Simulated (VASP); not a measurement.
Write the native input for VASP 6.6.1 that does the following.

| Item | Value |
| --- | --- |
| Task | single point |
| Functional | PBE |
| Dispersion | D3(BJ) |
| Potentials or basis | VASP PAW PBE potentials, release 64 (H, Si) |
| Cutoff | 520 eV |
| k mesh | 4 × 4 × 1 |
| Occupations | gaussian, width 0.05 eV |
| Spin | no spin polarisation |
| Dipole correction | yes |
| Further INCAR settings | LREAL = Auto; ALGO = Normal; EDIFF = 1e-06; NBANDS = 84 |

The structure of Si7H2 lies in POSCAR:

```
Si7H2
1.0
    7.6671912422      0.0000000000      0.0000000000
    0.0000000000      7.6671912422      0.0000000000
    0.0000000000      0.0000000000     26.0926103800
H Si
8 28
Direct
    0.5000000000      0.3413258569      0.3257627304
    0.5000000000      0.6586741431      0.3257627304
    0.5000000000      0.8413258569      0.3257627304
    0.5000000000      0.1586741431      0.3257627304
    0.0000000000      0.6586741431      0.3257627304
    0.0000000000      0.3413258569      0.3257627304
    0.0000000000      0.1586741431      0.3257627304
    0.0000000000      0.8413258569      0.3257627304
    0.5000000000      0.5000000000      0.3587347476
    0.5000000000      0.0000000000      0.3587347476
    0.0000000000      0.5000000000      0.3587347476
    0.0000000000      0.0000000000      0.3587347476
    0.7500000000      0.5000000000      0.4106797509
    0.7500000000      0.0000000000      0.4106797509
    0.2500000000      0.5000000000      0.4106797509
    0.2500000000      0.0000000000      0.4106797509
    0.7500000000      0.7500000000      0.4626247541
    0.7500000000      0.2500000000      0.4626247541
    0.2500000000      0.7500000000      0.4626247541
    0.2500000000      0.2500000000      0.4626247541
    0.0013273716      0.7500000000      0.5173063354
   -0.0013273716      0.2500000000      0.5173063354
    0.5012195450      0.7500000000      0.5120279214
    0.4987804550      0.2500000000      0.5120279214
    0.0000000000      0.0000000000      0.5714331387
    0.0000000000      0.5000000000      0.5714331387
    0.5000000000      0.0000000000      0.5624541665
    0.5000000000      0.5000000000      0.5624541665
    0.2614780158      0.0155182303      0.6205255301
    0.2614780158      0.4844817697      0.6205255301
    0.7385219842     -0.0155182303      0.6205255301
    0.7385219842      0.5155182303      0.6205255301
    0.3296795209      0.2500000000      0.6775422999
    0.3763133779      0.7500000000      0.6492090574
    0.6236866221      0.2500000000      0.6492090574
    0.6703204791      0.7500000000      0.6775422999
```

The input as run:

INCAR

```
SYSTEM = Si7H2
PREC = Accurate ; ENCUT = 520
EDIFF = 1E-6 ; ISMEAR = 0
SIGMA = 0.05 ; LREAL = Auto
LASPH = .TRUE. ; NELM = 60
ALGO = Normal ; ISIF = 2
LWAVE = .FALSE. ; LCHARG = .FALSE.
LDIPOL = .TRUE. ; IDIPOL = 3
DIPOL = 0.5 0.5 0.472 ; GGA = PE
IVDW = 12 ; NBANDS = 84
```

KPOINTS

```
Automatic mesh
0
G
  4 4 1
  0 0 0
```

Potentials or basis: VASP PAW PBE potentials, release 64 (H, Si).

Launch:

```bash
$ cat potpaw_PBE.64/H/POTCAR potpaw_PBE.64/Si/POTCAR > POTCAR
$ mpirun -np 1 vasp_std > vasp.out
```

It gave:

```
Largest force              : 0.488 eV/Å
Band gap on the k mesh     : 0.29 eV (least direct gap 0.46 eV)
Dispersion energy per atom : -0.210 eV
```

It took 35 min on 1 thread of AMD EPYC 9R45 96-Core Processor (Zen 5), on a shared host, peak memory 1.6 GiB.
